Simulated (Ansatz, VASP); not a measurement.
## Sc: VASP beside Ansatz

File INCAR:

```
  PREC = Accurate
  ENCUT = 520
  EDIFF = 1E-8
  ISMEAR = -1
  SIGMA = 0.03
  LREAL = False
  LASPH = True
  NELM = 60
  ALGO = Normal
  ISIF = 2
  LWAVE = False
  LCHARG = False
  GGA = PE
  LEFG = True
  NBANDS = 12
```

Contents of KPOINTS:

```
Automatic mesh
0
Gamma
  15 15 15
```

The input POSCAR:

```
Sc
1.0
    0.0000000000      2.3077279282      2.3077279282
    2.3077279282      0.0000000000      2.3077279282
    2.3077279282      2.3077279282      0.0000000000
Sc
1
Direct
    0.0000000000      0.0000000000      0.0000000000
```

Input for Ansatz:

```yaml
crystal:
  lattice:
    - [0.0, 2.3077279282, 2.3077279282]
    - [2.3077279282, 0.0, 2.3077279282]
    - [2.3077279282, 2.3077279282, 0.0]
  atoms:
    - { symbol: Sc, position: [0.0, 0.0, 0.0] }
kpoints:
  mp_grid: { grid: [15, 15, 15] }
scf:
  occupations: { method: fermi_dirac, width: 0.03 }
hamiltonian:
  xc: pbe
  pseudopotentials: { kind: all_electron, datasets: crystal }
output:
  forces: true
  stress: true
  eigenvalues: true
  efg: { contact_densities: true }
```

Change from the starting cell: volume scaled by 1.05, crystal datasets.

Alike in both runs: task electric field gradients; functional PBE; k mesh 15 × 15 × 15; occupations fermi-dirac, width 0.03 eV; no spin polarisation.

|  | VASP | Ansatz |
| --- | --- | --- |
| version | VASP 6.6.1 | Ansatz 0.2.0 |
| potentials or method | VASP PAW PBE potentials, release 64 (Sc_sv), cutoff 520 eV | all-electron PAW with datasets made for the crystal, scalar-relativistic |

|  | VASP | Ansatz | Ansatz less VASP |
| --- | --- | --- | --- |
| pressure (GPa) | 0.2 | 0.1 | -0.03 |

Ansatz ran all-electron here, and VASP with PAW potentials.
